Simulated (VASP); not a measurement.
A run of VASP 6.6.1:

File INCAR:

```
ALGO     = Fast           # electronic algorithm
EDIFF    = 1E-7           # SCF threshold, eV
ENCUT    = 520            # plane-wave cutoff, eV
GGA      = PE             # functional
ISIF     = 2              # what is computed and relaxed
ISMEAR   = 0              # smearing method
ISPIN    = 2              # spin polarisation
LASPH    = T              # aspherical terms in the spheres
LCHARG   = F              # write CHGCAR
LMAXMIX  = 4              # l up to which the mixer works
LORBIT   = 11             # projections on sites
LREAL    = F              # projectors in reciprocal space
LWAVE    = F              # write WAVECAR
MAGMOM   = 0 0 1 1 1 1    # initial moments
NBANDS   = 39             # bands
NELM     = 150            # most SCF steps
PREC     = Accurate       # precision mode
SIGMA    = 0.1            # smearing width, eV
```

KPOINTS

```
k-points
0
Gamma
  4 4 4
```

Contents of POSCAR:

```
CdRe2
1.0
    0.0000000000      3.7396063785      3.7396063785
    3.7396063785      0.0000000000      3.7396063785
    3.7396063785      3.7396063785      0.0000000000
Cd Re
2 4
Direct
    0.5000000000      0.5000000000      0.5000000000
    0.7500000000      0.7500000000      0.7500000000
    0.1250000000      0.1250000000      0.1250000000
    0.6250000000      0.1250000000      0.1250000000
    0.1250000000      0.1250000000      0.6250000000
    0.1250000000      0.6250000000      0.1250000000
```

Potentials or basis: VASP PAW PBE potentials, release 64 (Cd, Re).

Launch:

```bash
$ cat potpaw_PBE.64/Cd/POTCAR potpaw_PBE.64/Re/POTCAR > POTCAR
$ mpirun -np 1 vasp_std > vasp.out
```

Hardware: 1 thread of Intel(R) Xeon(R) Platinum 8259CL CPU @ 2.50GHz (Skylake/Cascade Lake) (shared host).

Q: Estimate the wall time of this run.

A: Wall time 2.4 min on 1 thread of Intel(R) Xeon(R) Platinum 8259CL CPU @ 2.50GHz (Skylake/Cascade Lake), with other jobs on the host, peak memory 0.3 GiB. Counts: scf iterations 18, k points 8.
